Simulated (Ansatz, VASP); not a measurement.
Two plane-wave programs on Cu

INCAR

```
PREC = Accurate
ENCUT = 600
EDIFF = 1E-6
ISMEAR = 0
SIGMA = 0.1
LREAL = F
LASPH = T
NELM = 60
ALGO = Fast
ISIF = 3
LWAVE = F
LCHARG = F
GGA = PE
IBRION = 2
NSW = 100
EDIFFG = -0.01
```

The input KPOINTS:

```
regular mesh
0
Gamma
  21 21 18
```

POSCAR

```
Cu
1.0
    2.4887533273      0.0000000000      0.0000000000
   -1.2443766636      2.1553236052      0.0000000000
    0.0000000000      0.0000000000      2.4261964439
Cu
1
Direct
    0.0000000000      0.0000000000      0.0000000000
```

Input for Ansatz:

```yaml
crystal:
  lattice:
    - [2.4887533273, 0.0, 0.0]
    - [-1.2443766636, 2.1553236052, 0.0]
    - [0.0, 0.0, 2.4261964439]
  atoms:
    - { symbol: Cu, position: [0.0, 0.0, 0.0] }
basis:
  ecutwfc: 420
kpoints:
  mp_grid: { grid: [21, 21, 18] }
hamiltonian:
  xc: pbe
scf:
  occupations: { method: gaussian, width: 0.1 }
output:
  forces: true
  stress: true
  eigenvalues: true
relax:
  adjacent_minimum: "off"
  f_tol: 0.01
  max_steps: 80
  cell: { stress_tol: 0.05 }
```

Alike in both runs: task relaxation of cell and atoms; functional PBE; k mesh 21 × 21 × 18; occupations gaussian, width 0.1 eV; no spin polarisation.

|  | VASP | Ansatz |
| --- | --- | --- |
| version | VASP 6.6.1 | Ansatz 0.2.0 |
| potentials or method | VASP PAW PBE potentials, release 64 (Cu), cutoff 600 eV | scalar-relativistic, plane waves, PAW |
| valence electrons in the cell | 11 | 19 |

Ansatz gave:

```
gap on the k mesh at the Fermi level, each at its own relaxed structure (eV) : none
relaxed volume (Å³/atom)                                                     : 13.01
relaxed cell length with the largest relative difference (Å)                 : 2.489
```

Problem. Estimate VASP's values.

Solution. gap on the k mesh at the Fermi level, each at its own relaxed structure (eV): none; relaxed volume (Å³/atom): 13.04; relaxed cell length with the largest relative difference (Å): 2.492.

A gap of «none» marks a metal or a gap that the smearing closes. VASP's potentials hold 11 valence electrons a cell and Ansatz's 19, so a difference there can come from the potentials and not from the codes.
